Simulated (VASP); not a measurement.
# In in VASP: further runs, part 2 of 2

VASP 6.6.1. Earlier steps stand in the parts before.

## 4. Single point, PBEsol+D3(BJ)

This run uses another cell than the first one, of the same volume but with other edges.

INCAR reads:

```
SYSTEM = In
PREC     = Accurate       ! precision mode
ENCUT    = 520            ! plane-wave cutoff, eV
EDIFF    = 1E-6           ! SCF threshold, eV
ISMEAR   = 0              ! smearing method
SIGMA    = 0.025          ! smearing width, eV
LREAL    = .FALSE.        ! projectors in reciprocal space
LASPH    = .TRUE.         ! aspherical terms in the spheres
NELM     = 80             ! most SCF steps
ALGO     = Normal         ! electronic algorithm
ISIF     = 2              ! what is computed and relaxed
LWAVE    = .FALSE.        ! write WAVECAR
LCHARG   = .FALSE.        ! write CHGCAR
GGA      = PS             ! functional
IVDW     = 12             ! dispersion correction
NBANDS   = 12             ! bands
```

KPOINTS reads:

```
regular mesh
0
G
  10 10 10
  0 0 0
```

POSCAR reads:

```
In
1.0
   -1.8825252400      1.8825252400      1.8825252400
    1.8825252400     -1.8825252400      1.8825252400
    1.8825252400      1.8825252400     -1.8825252400
In
1
Direct
    0.0000000000      0.0000000000      0.0000000000
```

Potentials or basis: VASP PAW PBE potentials, release 64 (In_d).

On the command line:

```console
cat potpaw_PBE.64/In_d/POTCAR > POTCAR
mpirun -np 1 vasp_std > vasp.out
```

OUTCAR:

```text
SYSTEM = In
   PREC = Accurate
   ENCUT = 520
   EDIFF = 1E-6
   ISMEAR = 0
   LREAL = .FALSE.
   LASPH = .TRUE.
   NELM = 80
   ISIF = 2
   GGA = PS
   IVDW = 12
 IVDW          = 12

 ion  position               nearest neighbor table
   1  0.000  0.000  0.000-

  LATTYP: Found a body centered cubic cell.
 ALAT       =     3.7650504800

  Lattice vectors:

 A1 = (  -1.8825252400,   1.8825252400,   1.8825252400)
 A2 = (   1.8825252400,  -1.8825252400,   1.8825252400)
 A3 = (   1.8825252400,   1.8825252400,  -1.8825252400)

Analysis of symmetry for initial positions (statically):
=====================================================================
 Subroutine PRICEL returns:
 Original cell was already a primitive cell.

 Routine SETGRP: Setting up the symmetry group for a
 body centered cubic supercell.

 Subroutine GETGRP returns: Found 48 space group operations
 (whereof 48 operations were pure point group operations)
 out of a pool of 48 trial point group operations.

The static configuration has the point symmetry O_h .

Analysis of symmetry for dynamics (positions and initial velocities):
=====================================================================
 Subroutine PRICEL returns:
 Original cell was already a primitive cell.

 Routine SETGRP: Setting up the symmetry group for a
 body centered cubic supercell.

 Subroutine GETGRP returns: Found 48 space group operations
 (whereof 48 operations were pure point group operations)
 out of a pool of 48 trial point group operations.

The dynamic configuration has the point symmetry O_h .

 Subroutine INISYM returns: Found 48 space group operations
 (whereof 48 operations are pure point group operations),
 and found     1 'primitive' translations

----------------------------------------------------------------------------------------

                                     Primitive cell

  volume of cell :      26.6859

[... 111 lines left out ...]
   GGA     = PS    functional components
   LHFCALC =     F    Hartree Fock is set to
   AEXX    =    0.0000 exact exchange contribution
   IVDW    =    12    specifies the selected vdW correction
   LEPSILON=     F    determine dielectric tensor
   LRPA    =     F    only Hartree local field effects (RPA)
 non-spin polarized calculation
 Gauss-broadening in eV      SIGMA  =   0.03
  energy-cutoff  :      520.00
  volume of cell :       26.69
 maximum number of plane-waves:       736
   NGX = 13   NGY = 13   NGZ = 13

 number of electron      13.0000005 magnetization

 Free energy of the ion-electron system (eV)
  ---------------------------------------------------
  ext. energy  EPLUGINS =         0.00000000
  ---------------------------------------------------
  free energy    TOTEN  =        -2.96979108 eV

  energy without entropy =       -2.96885395  energy(sigma->0) =       -2.96932252

 E-fermi :   7.0753     XC(G=0): -10.3126

 val. band max:        7.0446210328   @ k =   0.2000   0.2000   0.2000
 cond. band min:       7.0822531791   @ k =  -0.4000   0.4000   0.2000
 fundamental gap:      0.0376321463
 Fermi energy:         7.0752873862

 k-point     1 :       0.0000    0.0000    0.0000
  band No.  band energies     occupation
      1      -7.4331      2.00000
      2      -7.4331      2.00000
      3      -7.4331      2.00000
      4      -7.1658      2.00000
      5      -7.1658      2.00000
      6      -2.2895      2.00000
      7      18.0080      0.00000
      8      18.0080      0.00000
      9      18.0080      0.00000
     10      20.0794      0.00000
     11      20.0794      0.00000
     12      20.0794      0.00000
[... 331 lines left out ...]
 k-point    24 :      -0.3000    0.3000    0.1000
  band No.  band energies     occupation
      1      -7.4611      2.00000
      2      -7.3987      2.00000
      3      -7.2353      2.00000
      4      -7.1802      2.00000
      5      -7.1602      2.00000
      6       0.0329      2.00000
      7       9.3683      0.00000
      8      13.1974      0.00000
      9      14.3387      0.00000
     10      17.9792      0.00000
     11      18.9236      0.00000
     12      19.7615      0.00000

 [... further k-points ...]

------------------------ aborting loop because EDIFF is reached ----------------------------------------

 Edisp (eV)   -0.35124

 E8    (eV) :    -0.2543

  FORCE on cell =-STRESS in cart. coord.  units (eV):
  Direction    XX          YY          ZZ          XY          YZ          ZX
  --------------------------------------------------------------------------------------
  -------------------------------------------------------------------------------------
  Total      -0.58287    -0.58287    -0.58287    -0.00000    -0.00000    -0.00000
  in kB     -34.99443   -34.99443   -34.99443    -0.00000    -0.00000    -0.00000
  external pressure =      -34.99 kB  Pullay stress =        0.00 kB

 VOLUME and BASIS-vectors are now :
 -----------------------------------------------------------------------------
  energy-cutoff  :      520.00
  volume of cell :       26.69
      direct lattice vectors                 reciprocal lattice vectors
    -1.882525240  1.882525240  1.882525240     0.000000000  0.265600689  0.265600689
     1.882525240 -1.882525240  1.882525240     0.265600689  0.000000000  0.265600689
     1.882525240  1.882525240 -1.882525240     0.265600689  0.265600689  0.000000000

 POSITION                                       TOTAL-FORCE (eV/Angst)
 -----------------------------------------------------------------------------------
      0.00000      0.00000      0.00000        -0.000000     -0.000000      0.000000
 -----------------------------------------------------------------------------------
    total drift:                               -0.000000      0.000000     -0.000000

  FREE ENERGIE OF THE ION-ELECTRON SYSTEM (eV)
  ---------------------------------------------------
  free  energy   TOTEN  =        -3.3210338441 eV

  energy  without entropy=       -3.3200967230  energy(sigma->0) =       -3.32056528
```

It took 5.3 s on 1 thread of Intel Xeon Platinum 8375C at 2.90GHz (Ice Lake), shared host; peak memory 0.15 GiB.

What came out:

- Free energy: -3.3210 eV
- Pressure: -3.5 GPa
- Dispersion energy per atom: -0.351 eV

Levels at points of the mesh, in eV from the Fermi level:
| k point | band 4 | band 5 | band 6 | band 7 | band 8 | band 9 |
| --- | --- | --- | --- | --- | --- | --- |
| (0.00, 0.00, 0.00) | -14.24 | -14.24 | -9.36 | 10.93 | 10.93 | 10.93 |
| (0.50, 0.00, 0.00) | -14.24 | -14.07 | -3.88 | -3.06 | 5.87 | 7.31 |
| (0.50, 0.50, 0.50) | -14.12 | -14.12 | 0.92 | 1.31 | 1.31 | 1.31 |

Caveat: the PAW data sets were made with another functional, which shifts forces and pressure a little; spin-orbit coupling is left out, which moves the levels of the heavy elements; pairwise dispersion overbinds metals, which lowers pressure and volume.

## 5. Single point, SVWN5

This run uses another cell than the first one, of the same volume but with other edges.

INCAR reads:

```
SYSTEM = In
  PREC = Accurate
  ENCUT = 520
  EDIFF = 1E-6
  ISMEAR = -5
  SIGMA = 0.05
  LREAL = .FALSE.
  LASPH = .TRUE.
  NELM = 100
  ALGO = Normal
  ISIF = 2
  LWAVE = .FALSE.
  LCHARG = .FALSE.
  GGA = VW
  NBANDS = 12
```

KPOINTS reads:

```
Automatic mesh
0
G
  10 10 10
  0 0 0
```

POSCAR is that of step 4.

On the command line:

```console
cat potpaw_PBE.64/In_d/POTCAR > POTCAR
mpirun -np 1 vasp_std > vasp.out
```

Run time: 5.3 s. Hardware: 1 thread of Intel Xeon Platinum 8375C at 2.90GHz (Ice Lake), shared host; peak memory 0.14 GiB.

It converged, with:

```yaml
Free_energy: -3.1581 eV
Pressure: -2.7 GPa
```

Levels at points of the mesh, in eV from the Fermi level:
```csv
k point,band 2,band 3,band 4,band 5,band 6,band 7,band 8,band 9,band 10,band 11
"(0.00, 0.00, 0.00)",-14.59,-14.59,-14.32,-14.32,-9.49,10.67,10.67,10.67,13.03,13.03
"(0.50, 0.00, 0.00)",-14.62,-14.33,-14.32,-14.15,-4.06,-3.13,5.69,7.20,10.04,10.07
"(0.50, 0.50, 0.50)",-14.69,-14.19,-14.19,-14.19,0.64,1.18,1.18,1.18,5.34,5.34
```

Caveat: the PAW data sets were made with another functional, which shifts forces and pressure a little; spin-orbit coupling is left out, which moves the levels of the heavy elements; tetrahedron occupations give inexact forces and stress in metals.

## 6. Summary

| level | cell | smearing | gap on the mesh (eV) | pressure (GPa) |
| --- | --- | --- | --- | --- |
| r2SCAN | a = 3.205, b = 3.306, c = 3.345 Å, angles 110.6, 110.2, 109.3°, 1 atom | methfessel-paxton 0.05 eV | none | 0.0 |
| r2SCAN | a = 3.299, b = 3.313, c = 3.221 Å, angles 109.3, 109.0, 111.3°, 1 atom | fermi-dirac 0.05 eV | none | 0.0 |
| PBEsol+D3(BJ) | a = 3.261 Å, angles 109.5°, 1 atom | gaussian 0.025 eV | none | -3.5 |
| SVWN5 | a = 3.261 Å, angles 109.5°, 1 atom | tetrahedron | none | -2.7 |

Alike in all rows: task single point; potentials or basis VASP PAW PBE potentials, release 64 (In_d); no spin polarisation; k mesh 10 × 10 × 10; cutoff (eV) 520.

Caveats: the PAW data sets were made with another functional, which shifts forces and pressure a little; spin-orbit coupling is left out, which moves the levels of the heavy elements; pairwise dispersion overbinds metals, which lowers pressure and volume (some runs); tetrahedron occupations give inexact forces and stress in metals (some runs).

Absolute energies hang on the potentials; compare differences alone.
